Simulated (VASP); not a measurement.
# La (Pm-3m) in VASP: a series of runs, part 2 of 2

VASP 6.6.1. Earlier steps stand in the parts before.

## Step 3: Single point, LDA

This run uses another cell than the first one, of 21.45 Å³/atom, 1.077 times its volume.

Input file INCAR:

```
SYSTEM = La
ALGO     = Normal         ! electronic algorithm
EDIFF    = 1E-6           ! SCF threshold, eV
ENCUT    = 520            ! plane-wave cutoff, eV
GGA      = CA             ! functional
ISIF     = 2              ! what is computed and relaxed
ISMEAR   = 0              ! smearing method
LASPH    = .True.         ! aspherical terms in the spheres
LCHARG   = .True.         ! write CHGCAR
LELF     = .True.         ! ELF
LREAL    = .False.        ! projectors in reciprocal space
LVHAR    = .True.       
LWAVE    = .False.        ! write WAVECAR
NBANDS   = 12             ! bands
NELM     = 60             ! most SCF steps
PREC     = Accurate       ! precision mode
SIGMA    = 0.05           ! smearing width, eV
```

Input file KPOINTS:

```
k-points
0
Gamma
  13 13 13
  0 0 0
```

Input file POSCAR:

```
La
1.0
    2.7785212541      0.0000000000      0.0000000000
    0.0000000000      2.7785212541      0.0000000000
    0.0000000000      0.0000000000      2.7785212541
La
1
Direct
    0.0000000000      0.0000000000      0.0000000000
```

Potentials or basis: VASP PAW LDA potentials, release 64 (La).

Command:

```sh
$ cat potpaw_LDA.64/La/POTCAR > POTCAR
$ mpirun -np 1 vasp_std > vasp.out
```

OUTCAR:

```text
SYSTEM = La
   EDIFF = 1E-6
   ENCUT = 520
   GGA = CA
   ISIF = 2
   ISMEAR = 0
   LASPH = .True.
   LREAL = .False.
   NELM = 60
   PREC = Accurate

 ion  position               nearest neighbor table
   1  0.000  0.000  0.000-

  LATTYP: Found a simple cubic cell.
 ALAT       =     2.7785212541

  Lattice vectors:

 A1 = (   2.7785212541,   0.0000000000,   0.0000000000)
 A2 = (   0.0000000000,   2.7785212541,   0.0000000000)
 A3 = (   0.0000000000,   0.0000000000,   2.7785212541)

Analysis of symmetry for initial positions (statically):
=====================================================================
 Subroutine PRICEL returns:
 Original cell was already a primitive cell.

 Routine SETGRP: Setting up the symmetry group for a
 simple cubic supercell.

 Subroutine GETGRP returns: Found 48 space group operations
 (whereof 48 operations were pure point group operations)
 out of a pool of 48 trial point group operations.

The static configuration has the point symmetry O_h .

Analysis of symmetry for dynamics (positions and initial velocities):
=====================================================================
 Subroutine PRICEL returns:
 Original cell was already a primitive cell.

 Routine SETGRP: Setting up the symmetry group for a
 simple cubic supercell.

 Subroutine GETGRP returns: Found 48 space group operations
 (whereof 48 operations were pure point group operations)
 out of a pool of 48 trial point group operations.

The dynamic configuration has the point symmetry O_h .

 Subroutine INISYM returns: Found 48 space group operations
 (whereof 48 operations are pure point group operations),
 and found     1 'primitive' translations

----------------------------------------------------------------------------------------

[... 114 lines left out ...]
   LORBIT       =      0    0 simple, 1 ext, 2 COOP (PROOUT), +10 PAW based schemes
   GGA     = CA    functional components
   LHFCALC =     F    Hartree Fock is set to
   AEXX    =    0.0000 exact exchange contribution
   IVDW    =     0    specifies the selected vdW correction
   LEPSILON=     F    determine dielectric tensor
   LRPA    =     F    only Hartree local field effects (RPA)
 non-spin polarized calculation
 Gauss-broadening in eV      SIGMA  =   0.05
  energy-cutoff  :      520.00
  volume of cell :       21.45
 maximum number of plane-waves:       591
 NGX is ok and might be reduce to    24
   NGX = 11   NGY = 11   NGZ = 11

 number of electron      11.0000000 magnetization

 Free energy of the ion-electron system (eV)
  ---------------------------------------------------
  ext. energy  EPLUGINS =         0.00000000
  ---------------------------------------------------
  free energy    TOTEN  =        -4.50745548 eV

  energy without entropy =       -4.50409508  energy(sigma->0) =       -4.50577528

 E-fermi :  14.3249     XC(G=0): -12.1189

 val. band max:       14.3036191056   @ k =   0.2308   0.2308   0.1538
 cond. band min:      14.3251471089   @ k =   0.4615   0.2308   0.1538
 fundamental gap:      0.0215280034
 Fermi energy:        14.3248903855

 k-point     1 :       0.0000    0.0000    0.0000
  band No.  band energies     occupation
      1     -19.5089      2.00000
      2       0.5588      2.00000
      3       0.5588      2.00000
      4       0.5588      2.00000
      5      11.9639      2.00000
      6      11.9639      2.00000
      7      12.8292      2.00000
      8      17.0591      0.00000
      9      17.0591      0.00000
     10      17.0591      0.00000
     11      17.9182      0.00000
     12      17.9182      0.00000
[... 331 lines left out ...]
 k-point    24 :       0.3846    0.3077    0.0000
  band No.  band energies     occupation
      1     -17.7073      2.00000
      2      -4.2765      2.00000
      3      -3.0504      2.00000
      4       1.8244      2.00000
      5      11.2620      2.00000
      6      14.6418      0.00000
      7      16.0633      0.00000
      8      17.0578      0.00000
      9      17.4596      0.00000
     10      17.5213      0.00000
     11      17.8649      0.00000
     12      18.0741      0.00000

 [... further k-points ...]

------------------------ aborting loop because EDIFF is reached ----------------------------------------

  FORCE on cell =-STRESS in cart. coord.  units (eV):
  Direction    XX          YY          ZZ          XY          YZ          ZX
  --------------------------------------------------------------------------------------
  -------------------------------------------------------------------------------------
  Total        3.9906091      3.9906091      3.9906091      0.0000000      0.0000000     -0.0000000
  in kB      298.0633690    298.0633690    298.0633690      0.0000000      0.0000000     -0.0000000
  external PRESSURE =     298.0633690 kB  Pullay stress =       0.0000000 kB

 VOLUME and BASIS-vectors are now :
 -----------------------------------------------------------------------------
  energy-cutoff  :      520.00
  volume of cell :       21.45
      direct lattice vectors                 reciprocal lattice vectors
     2.778521254  0.000000000  0.000000000     0.359903671  0.000000000  0.000000000
     0.000000000  2.778521254  0.000000000     0.000000000  0.359903671  0.000000000
     0.000000000  0.000000000  2.778521254     0.000000000  0.000000000  0.359903671

 POSITION                                       TOTAL-FORCE (eV/Angst)
 -----------------------------------------------------------------------------------
      0.00000      0.00000      0.00000         0.000000      0.000000      0.000000
 -----------------------------------------------------------------------------------
    total drift:                               -0.000000      0.000000      0.000000

  FREE ENERGIE OF THE ION-ELECTRON SYSTEM (eV)
  ---------------------------------------------------
  free  energy   TOTEN  =        -4.5074554825 eV

  energy  without entropy=       -4.5040950817  energy(sigma->0) =       -4.50577528
```

stdout:

```text
POSCAR found type information on POSCAR La
 POSCAR found :  1 types and       1 ions
 scaLAPACK will be used
 LDA part: xc-table for (Slater(with rela. corr.)+CA(PZ))
 , standard interpolation
 POSCAR, INCAR and KPOINTS ok, starting setup
 FFT: planning ... GRIDC
 FFT: planning ... GRID_SOFT
 FFT: planning ... GRID
 WAVECAR not read
 entering main loop
```

Wall time 6.7 s (1 thread of Intel Xeon 6975P-C (Granite Rapids), shared host); peak memory 0.16 GiB.

Results:

```yaml
Free_energy: -4.5075 eV
Pressure: 29.8 GPa
```

Caveat: spin-orbit coupling is left out, which moves the levels of the heavy elements.
